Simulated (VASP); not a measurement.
Ge2Sb2Te5, 9 atoms in the cell. It takes space group Cm (No. 8, monoclinic). The conventional cell has a = 13.659 Å, b = 6.122 Å, c = 9.633 Å, α = 90.00°, β = 133.88°, γ = 90.00°. Te (site symmetry m) has 2 Ge at 2.83 to 3.36 Å and 3 Sb at 2.99 to 3.09 Å within 3.7 Å. Within 4.0 Å of Te (site symmetry m) lie 2 Sb at 3.00 to 3.05 Å and 3 Ge at 3.08 to 3.27 Å. Te (site symmetry m) has 3 Ge at 2.75 to 3.07 Å and 2 Sb at 3.15 to 3.38 Å within 3.6 Å. Within 3.7 Å of Te (site symmetry m) lie 2 Ge at 2.79 to 3.30 Å and 2 Sb at 2.87 to 3.25 Å. Within 3.8 Å of Te (site symmetry m) lie 2 Ge at 2.85 to 3.25 Å and 3 Sb at 3.06 to 3.14 Å. Sb (site symmetry m) has 6 Te at 2.99 to 3.25 Å within 3.9 Å. Within 3.8 Å of Sb (site symmetry m) lie 6 Te at 2.87 to 3.38 Å. Ge (site symmetry m) has 6 Te at 2.75 to 3.36 Å within 3.6 Å. 

| Quantity | Value |
| --- | --- |
| Program | VASP 6.6.1 |
| Task | single point |
| Functional | PBE |
| Potentials or basis | VASP PAW PBE potentials, release 64 (Te, Sb, Ge_d) |
| Cutoff | 520 eV |
| k mesh | 4 × 4 × 3 |
| Occupations | fermi-dirac, width 0.05 eV |
| Spin | no spin polarisation |
| Dipole correction | no |
| Further INCAR settings | ALGO = Normal; EDIFF = 1e-07; NBANDS = 44 |

Potentials or basis: VASP PAW PBE potentials, release 64 (Te, Sb, Ge_d).

Launch:

```console
$ cat potpaw_PBE.64/Te/POTCAR potpaw_PBE.64/Sb/POTCAR potpaw_PBE.64/Ge_d/POTCAR > POTCAR
$ mpirun -np 1 vasp_std > vasp.out
```

Hardware: 1 thread of Intel Xeon 8259CL (shared host).

**Question.** How long does it take, and how much memory?

**Answer.** Run time: 9.9 min on 1 thread of Intel Xeon 8259CL (shared host), peak memory 0.59 GiB. Counts: scf iterations 15, k points 17.
